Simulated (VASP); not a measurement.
# Be in VASP: single point with PBEsol

Aim: the single point of Be with PBEsol.

Program: VASP 6.6.1. These are calculated values, not measurements. Logs are shortened: lines on timing, memory, paths and dates and some standing lists are left out, and cuts for length are marked.

## (1) The cell of the first run

The cell holds a single atom in a box, 1 atom: a = 14.000 Å, b = 14.400 Å, c = 14.800 Å, α = 90.00°, β = 90.00°, γ = 90.00°.

## (2) Single point, PBEsol, collinear spin, zero start

Contents of INCAR:

```
ALGO = Normal
EDIFF = 1E-6
ENCUT = 520
GGA = PS
GGA_COMPAT = False
ISIF = 2
ISMEAR = -1
ISPIN = 2
ISYM = 0
LASPH = True
LCHARG = False
LORBIT = 11
LREAL = False
LWAVE = False
MAGMOM = 0.01
NBANDS = 11
NELM = 200
PREC = Accurate
SIGMA = 0.01
```

Contents of KPOINTS:

```
k-points
0
Gamma
  1 1 1
```

Contents of POSCAR:

```
Be
1.0
   14.0000000000      0.0000000000      0.0000000000
    0.0000000000     14.4000000000      0.0000000000
    0.0000000000      0.0000000000     14.8000000000
Be
1
Direct
    0.5000000000      0.5000000000      0.5000000000
```

Potentials or basis: VASP PAW PBE potentials, release 64 (Be).

The run is started by

```sh
> cat potpaw_PBE.64/Be/POTCAR > POTCAR
> mpirun -np 1 vasp_gam > vasp.out
```

OUTCAR:

```text
EDIFF = 1E-6
   ENCUT = 520
   GGA = PS
   ISIF = 2
   ISMEAR = -1
   ISPIN = 2
   ISYM = 0
   LASPH = True
   LORBIT = 11
   LREAL = False
   NELM = 200
   PREC = Accurate

 ion  position               nearest neighbor table
   1  0.500  0.500  0.500-

IMPORTANT INFORMATION: All symmetrisations will be switched off!
NOSYMM: (Re-)initialisation of all symmetry stuff for point group C_1.

----------------------------------------------------------------------------------------

                                     Primitive cell

  volume of cell :    2983.6800

  direct lattice vectors                    reciprocal lattice vectors
    14.000000000  0.000000000  0.000000000     0.071428571  0.000000000  0.000000000
     0.000000000 14.400000000  0.000000000     0.000000000  0.069444444  0.000000000
     0.000000000  0.000000000 14.800000000     0.000000000  0.000000000  0.067567568

  length of vectors
    14.000000000 14.400000000 14.800000000     0.071428571  0.069444444  0.067567568

  position of ions in fractional coordinates (direct lattice)
     0.500000000  0.500000000  0.500000000

  ion indices of the primitive-cell ions
   primitive index   ion index
                 1           1

----------------------------------------------------------------------------------------

 KPOINTS: k-points

Automatic generation of k-mesh.
 Grid dimensions read from file:
 generate k-points for:    1    1    1

 Generating k-lattice:

  Cartesian coordinates                     Fractional coordinates (reciprocal lattice)
     0.071428571  0.000000000  0.000000000     1.000000000  0.000000000  0.000000000
     0.000000000  0.069444444  0.000000000     0.000000000  1.000000000  0.000000000
     0.000000000  0.000000000  0.067567568     0.000000000  0.000000000  1.000000000

  Length of vectors
     0.071428571  0.069444444  0.067567568

  Shift w.r.t. Gamma in fractional coordinates (k-lattice)
     0.000000000  0.000000000  0.000000000

 Subroutine IBZKPT returns following result:
 ===========================================

 Found      1 irreducible k-points:

 Following reciprocal coordinates:
            Coordinates               Weight
  0.000000  0.000000  0.000000      1.000000
   k-points           NKPTS =      1   k-points in BZ     NKDIM =      1   number of bands    NBANDS=     11
   number of dos      NEDOS =    301   number of ions     NIONS =      1
   total plane-waves  NPLWV = ******
   dimension x,y,z NGX =   108 NGY =  108 NGZ =  112
   dimension x,y,z NGXF=   216 NGYF=  216 NGZF=  224
   ions per type =               1
   NGX,Y,Z   is equivalent  to a cutoff of  12.82, 12.47, 12.58 a.u.
   NGXF,Y,Z  is equivalent  to a cutoff of  25.65, 24.94, 25.16 a.u.
 SYSTEM =  unknown system
   PREC   = accura    normal or accurate (medium, high low for compatibility)
   ISTART =      0    job   : 0-new  1-cont  2-samecut
   ICHARG =      2    charge: 1-file 2-atom 10-const
   ISPIN  =      2    spin polarized calculation?
   LNONCOLLINEAR =      F non collinear calculations
   LSORBIT =      F    spin-orbit coupling
   LASPH  =      T    aspherical Exc in radial PAW
   ENCUT  =  520.0 eV  38.22 Ry    6.18 a.u.  26.03 26.77 27.52*2*pi/ulx,y,z
   NELM   =    200;   NELMIN=  2; NELMDL= -5     # of ELM steps
   EDIFF  = 0.1E-05   stopping-criterion for ELM
   LREAL  =      F    real-space projection
   EDIFFG = 0.1E-04   stopping-criterion for IOM
   NSW    =      0    number of steps for IOM
   IBRION =     -1    ionic relax: 0-MD 1-quasi-New 2-CG
   NFREE  =      0    steps in history (QN), initial steepest desc. (CG)
   ISIF   =      2    stress and relaxation
   ISYM   =      0    0-nonsym 1-usesym 2-fastsym
   POTIM  = 0.5000    time-step for ionic-motion
   TEBEG  =    0.0;   TEEND  =   0.0 temperature during run
   PSTRESS=    0.0 pullay stress
   NELECT =       2.0000    total number of electrons
   NUPDOWN=      -1.0000    fix difference up-down
   EMIN   =  10.00;   EMAX   =-10.00  energy-range for DOS
   EFERMI =   0.00;   METHOD = LEGACY
   ISMEAR =    -1;   SIGMA  =   0.01  broadening in eV -4-tet -1-fermi 0-gaus
   EFERMI_NEDOS =   21; number of points for ismear=-14 and -15
   IALGO  =     38    algorithm
   IMIX   =      4    mixing-type and parameters
     AMIX     =   0.40;   BMIX     =  1.00
     AMIX_MAG =   1.60;   BMIX_MAG =  1.00
  volume/ion in A,a.u.               =    2983.68     20134.87
  Fermi-wavevector in a.u.,A,eV,Ry     =   0.143274  0.270749  0.279293  0.020527
  Thomas-Fermi vector in A             =   0.807119
   LORBIT       =     11    0 simple, 1 ext, 2 COOP (PROOUT), +10 PAW based schemes
   GGA     = PS    functional components
   LHFCALC =     F    Hartree Fock is set to
   AEXX    =    0.0000 exact exchange contribution
   IVDW    =     0    specifies the selected vdW correction
   LEPSILON=     F    determine dielectric tensor
   LRPA    =     F    only Hartree local field effects (RPA)
 spin polarized calculation
  energy-cutoff  :      520.00
  volume of cell :     2983.68
 maximum number of plane-waves:     40220
 NGX is ok and might be reduce to   108
   NGX = 53   NGY = 53   NGZ = 55

 number of electron       2.0000000 magnetization      -0.0000192

 number of electron       2.0000000 magnetization       0.0000085

 Free energy of the ion-electron system (eV)
  ---------------------------------------------------
  ext. energy  EPLUGINS =         0.00000000
  ---------------------------------------------------
  free energy    TOTEN  =        -0.02262741 eV

  energy without entropy =       -0.02262741  energy(sigma->0) =       -0.02262741

 E-fermi :  -5.2392     XC(G=0):  -0.2787

 val. band max:       -5.4975889151   @ k =   0.0000   0.0000   0.0000
 cond. band min:      -1.9248377172   @ k =   0.0000   0.0000   0.0000
 fundamental gap:      3.5727511979
 Fermi energy:        -5.2391967110

 spin component 1

 k-point     1 :       0.0000    0.0000    0.0000
  band No.  band energies     occupation
      1      -5.4976      1.00000
      2      -1.9248      0.00000
      3      -1.9247      0.00000
      4      -1.9246      0.00000
      5      -0.1030      0.00000
      6       0.6115      0.00000
      7       0.6270      0.00000
      8       0.6461      0.00000
      9       0.6638      0.00000
     10       0.6896      0.00000
     11       0.7038      0.00000
 Fermi energy:        -5.2391967110

 spin component 2

 k-point     1 :       0.0000    0.0000    0.0000
  band No.  band energies     occupation
      1      -5.4976      1.00000
      2      -1.9248      0.00000
      3      -1.9247      0.00000
      4      -1.9246      0.00000
      5      -0.1107      0.00000
      6       0.6000      0.00000
      7       0.6160      0.00000
      8       0.6399      0.00000
      9       0.6531      0.00000
     10       0.6744      0.00000
     11       0.6939      0.00000

------------------------ aborting loop because EDIFF is reached ----------------------------------------

  FORCE on cell =-STRESS in cart. coord.  units (eV):
  Direction    XX          YY          ZZ          XY          YZ          ZX
  --------------------------------------------------------------------------------------
  -------------------------------------------------------------------------------------
  Total       -0.0002667     -0.0001952     -0.0001819      0.0000000      0.0000000     -0.0000000
  in kB       -0.0001432     -0.0001048     -0.0000977      0.0000000      0.0000000     -0.0000000
  external PRESSURE =      -0.0001152 kB  Pullay stress =       0.0000000 kB

 VOLUME and BASIS-vectors are now :
 -----------------------------------------------------------------------------
  energy-cutoff  :      520.00
  volume of cell :     2983.68
      direct lattice vectors                 reciprocal lattice vectors
    14.000000000  0.000000000  0.000000000     0.071428571  0.000000000  0.000000000
     0.000000000 14.400000000  0.000000000     0.000000000  0.069444444  0.000000000
     0.000000000  0.000000000 14.800000000     0.000000000  0.000000000  0.067567568

 POSITION                                       TOTAL-FORCE (eV/Angst)
 -----------------------------------------------------------------------------------
      7.00000      7.20000      7.40000         0.000000     -0.000000      0.000000
 -----------------------------------------------------------------------------------
    total drift:                                0.000000     -0.000000      0.000000

  FREE ENERGIE OF THE ION-ELECTRON SYSTEM (eV)
  ---------------------------------------------------
  free  energy   TOTEN  =        -0.0226274077 eV

  energy  without entropy=       -0.0226274077  energy(sigma->0) =       -0.02262741

 total charge

# of ion       s       p       d       tot
------------------------------------------
    1        0.663   0.000   0.000   0.663

 magnetization (x)

# of ion       s       p       d       tot
------------------------------------------
    1       -0.000   0.000   0.000  -0.000
```

stdout:

```text
POSCAR found type information on POSCAR Be
 POSCAR found :  1 types and       1 ions
 scaLAPACK will be used
 -----------------------------------------------------------------------------
|                                                                             |
|                                                                             |
|     You enforced a specific xc type in the INCAR file but a different       |
|     I HOPE YOU KNOW WHAT YOU ARE DOING!                                     |
|                                                                             |
 -----------------------------------------------------------------------------

 LDA part: xc-table for (Slater+PW92), standard interpolation
 POSCAR, INCAR and KPOINTS ok, starting setup
 FFT: planning ... GRIDC
 FFT: planning ... GRID_SOFT
 FFT: planning ... GRID
 WAVECAR not read
 entering main loop
```

Run time: 9.5 min. Hardware: 1 thread of Intel Xeon 8259CL, shared host; peak memory 2.7 GiB.

What came out:

```yaml
Free_energy: -0.0226 eV
Pressure: 0.0 GPa
Band_gap_on_the_k_mesh: 3.57 eV
Net_moment: 0.00 μB per cell
Valence_electrons_inside_the_program's_atomic_spheres: Be 0.66
```

Caveat: the PAW data sets were made with another functional, which shifts forces and pressure a little.
